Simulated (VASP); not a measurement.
Here is a VASP 6.6.1 calculation.

The input INCAR:

```
PREC = Accurate
ENCUT = 520
EDIFF = 1E-6
ISMEAR = 0
SIGMA = 0.15
LREAL = F
LASPH = T
NELM = 60
ALGO = Normal
ISIF = 2
LWAVE = F
LCHARG = F
GGA = PS
NBANDS = 12
```

KPOINTS

```
Automatic mesh
0
Gamma
  20 20 20
```

The input POSCAR:

```
Ta
1.0
   -1.6265108000      1.6265108000      1.6512800000
    1.6265108000     -1.6265108000      1.6512800000
    1.6265108000      1.6265108000     -1.6512800000
Ta
1
Direct
    0.0000000000      0.0000000000      0.0000000000
```

Potentials or basis: VASP PAW PBE potentials, release 64 (Ta_pv).

Command:

```bash
$ cat potpaw_PBE.64/Ta_pv/POTCAR > POTCAR
$ mpirun -np 1 vasp_std > vasp.out
```

(1) What does it give for the band gap on the k mesh?

(2) What does it give for the pressure?

## Answers

(1) zero (an odd number of electrons rules out a gap without spin polarisation).

(2) 2.7 GPa.

Caveat: the cell differs from its parent crystal (strain -0.015 along x and y, +0.000 along z); the PAW data sets were made with another functional, which shifts forces and pressure a little; spin-orbit coupling is left out, which moves the levels of the heavy elements.
